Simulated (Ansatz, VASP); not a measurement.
Two plane-wave programs on Si3N4

```
CELL_PARAMETERS angstrom
7.63220 0.00000 0.00000
-3.81610 6.60968 0.00000
0.00000 0.00000 2.91910
ATOMIC_POSITIONS crystal
Si 0.17446 0.76836 0.25000
Si 0.40610 0.17446 0.75000
Si 0.23164 0.40610 0.25000
Si 0.82554 0.23164 0.75000
Si 0.59390 0.82554 0.25000
Si 0.76836 0.59390 0.75000
N 0.33333 0.66667 0.25000
N 0.66667 0.33333 0.75000
N 0.32989 0.03033 0.25000
N 0.29956 0.32989 0.75000
N 0.96967 0.29956 0.25000
N 0.67011 0.96967 0.75000
N 0.70044 0.67011 0.25000
N 0.03033 0.70044 0.75000
```

Alike in both runs: functional PBE; k mesh 4 × 4 × 9; occupations fermi-dirac, width 0.02 eV; no spin polarisation.

Ansatz relaxed the structure, and its values are those at the end. VASP's run is a single point on that final structure, the one shown.

|  | VASP | Ansatz |
| --- | --- | --- |
| version | VASP 6.6.1 | Ansatz 0.2.0 |
| potentials or method | VASP PAW PBE potentials, release 64 (Si, N) | plane-wave PAW, scalar-relativistic |
| plane-wave cutoff (eV) | 520 | 420 |
| valence electrons in the cell | 64 | 64 |

|  | VASP | Ansatz | Ansatz less VASP |
| --- | --- | --- | --- |
| gap on the k mesh at the Fermi level (eV) | 4.29 | 4.30 | +0.011 |
| pressure (GPa) | 2.3 | 2.6 | +0.29 |
| rms of the force components (eV/Å) | 0.006 | 0.008 | +0.0011 |

Ansatz's warnings: stress scf threshold loose.
